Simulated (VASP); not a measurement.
Input of a VASP 6.6.1 run:

Contents of INCAR:

```
  PREC = Accurate
  ENCUT = 520
  EDIFF = 1E-6
  ISMEAR = -1
  SIGMA = 0.1
  LREAL = F
  LASPH = T
  NELM = 100
  ALGO = Normal
  ISIF = 2
  LWAVE = F
  LCHARG = T
  GGA = PE
  LELF = T
  LVHAR = T
  NBANDS = 16
```

KPOINTS

```
Automatic mesh
0
Gamma
  16 16 16
```

The input POSCAR:

```
WC
1.0
    0.0000000000      2.1378351578      2.1378351578
    2.1378351578      0.0000000000      2.1378351578
    2.1378351578      2.1378351578      0.0000000000
W C
1 1
Direct
    0.0000000000      0.0000000000      0.0000000000
    0.5000000000      0.5000000000      0.5000000000
```

Potentials or basis: VASP PAW PBE potentials, release 64 (W_sv, C).

Run with:

```console
$ cat potpaw_PBE.64/W_sv/POTCAR potpaw_PBE.64/C/POTCAR > POTCAR
$ mpirun -np 1 vasp_std > vasp.out
```

Problem. Predict the band gap on the k mesh.

Solution. Zero (band 9 reaches 14.81 eV, above the bottom of band 10 at 11.32 eV).

Problem. Predict the pressure.

Solution. 32.3 GPa.

Caveat: spin-orbit coupling is left out, which moves the levels of the heavy elements.
